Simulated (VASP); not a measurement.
CdI2:

```xyz
3
Lattice="4.2484 0.0000 0.0000 -2.1242 3.6792 0.0000 0.0000 0.0000 6.8844" Properties=species:S:1:pos:R:3 pbc="T T T"
Cd    0.0000    0.0000    0.0000
I     0.0000    2.4528    1.7181
I     2.1242    1.2264    5.1663
```

Base run:

| Quantity | Value |
| --- | --- |
| Program | VASP 6.6.1 |
| Functional | PBE |
| Potentials or basis | VASP PAW PBE potentials, release 64 (Cd, I) |
| Cutoff | 500 eV |
| k mesh | 12 × 12 × 4 |
| Occupations | gaussian, width 0.01 eV |
| Spin | no spin polarisation |

Its results: band gap on the k mesh 2.36 eV, indirect (least direct gap 2.60 eV); pressure 1.7 GPa; largest force 0.093 eV/Å.

Problem. The run is repeated on the same cell with these changes: functional from PBE to r2SCAN; cutoff from 500 eV to 550 eV. What comes out?

Solution. Band gap on the k mesh 2.80 eV, indirect (least direct gap 3.13 eV); pressure 1.0 GPa; largest force 0.022 eV/Å.

r2SCAN gives the wider gap, since meta-GGAs in the generalised Kohn-Sham scheme recover part of the derivative discontinuity.

Caveats: spin-orbit coupling is left out, which moves the levels of the heavy elements; this functional lacks dispersion, which binds the layers, so the pressure and a relaxed spacing across them are unreliable (some runs); the PAW data sets were made with another functional, which shifts forces and pressure a little (some runs).

A k mesh can miss the band edges.
